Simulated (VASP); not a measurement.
The system is Sn6Ge.

```xyz
7
Lattice="6.4309 0.0000 0.0000 0.0000 6.4309 0.0000 0.0000 0.0000 5.3112" Properties=species:S:1:pos:R:3 pbc="T T T"
Sn    4.9305    4.9305    2.6556
Sn    1.5004    1.5004    2.6556
Sn    1.5004    4.9305    2.6556
Sn    4.9305    1.5004    2.6556
Sn    3.2154    3.2154    0.0000
Sn    0.0000    0.0000    2.6556
Ge    3.2154    3.2154    2.6556
```

| Property | Result |
| --- | --- |
| Program | VASP 6.6.1 |
| Task | relaxation of cell and atoms |
| Functional | PBE |
| Potentials or basis | VASP PAW PBE potentials, release 64 (Sn_d, Ge_d) |
| Cutoff | 600 eV |
| k mesh | 3 × 3 × 3 |
| Occupations | gaussian, width 0.2 eV |
| Spin | no spin polarisation |

At the start: pressure 44.6 GPa; volume 31.38 Å³/atom.

Problem. How do energy, volume and symmetry change on relaxing?

Solution. Over 13 steps the energy falls by 2430.5 meV/atom and the volume is 52.30 Å³/atom (+66.7 %); space group P4/mmm (No. 123, to 0.05 Å).

The path:
```csv
step,energy change (eV),largest force (eV/Å),pressure (GPa),volume (Å³)
1,0.0000,13.5721,44.56,219.65
2,-10.6683,0.5820,-2.73,597.99
3,-14.0115,0.4644,-1.93,546.87
4,-14.4436,0.2618,-1.85,517.49
5,-16.4243,1.3943,1.76,351.11
6,-16.4084,1.3121,1.32,359.19
7,-16.4195,1.3551,1.55,354.87
8,-16.7307,0.5699,-0.37,379.45
9,-16.7435,0.4165,-0.77,386.06
10,-16.8926,0.3995,-0.53,379.79
11,-16.9746,0.3096,-0.06,371.30
12,-17.0060,0.1154,-0.06,368.38
13,-17.0138,0.0293,0.02,366.13
```

Final structure:
```cif
data_structure
_symmetry_space_group_name_H-M 'P 1'
_symmetry_Int_Tables_number 1
_cell_length_a 7.9470
_cell_length_b 7.9470
_cell_length_c 5.7973
_cell_angle_alpha 90.000
_cell_angle_beta 90.000
_cell_angle_gamma 90.000
_cell_volume 366.13
loop_
_atom_site_label
_atom_site_type_symbol
_atom_site_fract_x
_atom_site_fract_y
_atom_site_fract_z
_atom_site_occupancy
Sn1 Sn 0.73931 0.73931 0.50000 1
Sn2 Sn 0.26069 0.26069 0.50000 1
Sn3 Sn 0.26069 0.73931 0.50000 1
Sn4 Sn 0.73931 0.26069 0.50000 1
Sn5 Sn 0.50000 0.50000 0.00000 1
Sn6 Sn 0.00000 0.00000 0.50000 1
Ge1 Ge 0.50000 0.50000 0.50000 1
```

Caveat: the k points lie up to 0.36 Å⁻¹ apart in the final cell; the volume moved by over 15 % at a fixed basis, so the end points are rough; the relaxation stopped at a loose force limit of 0.08 eV/Å, so its end isn't a converged minimum.
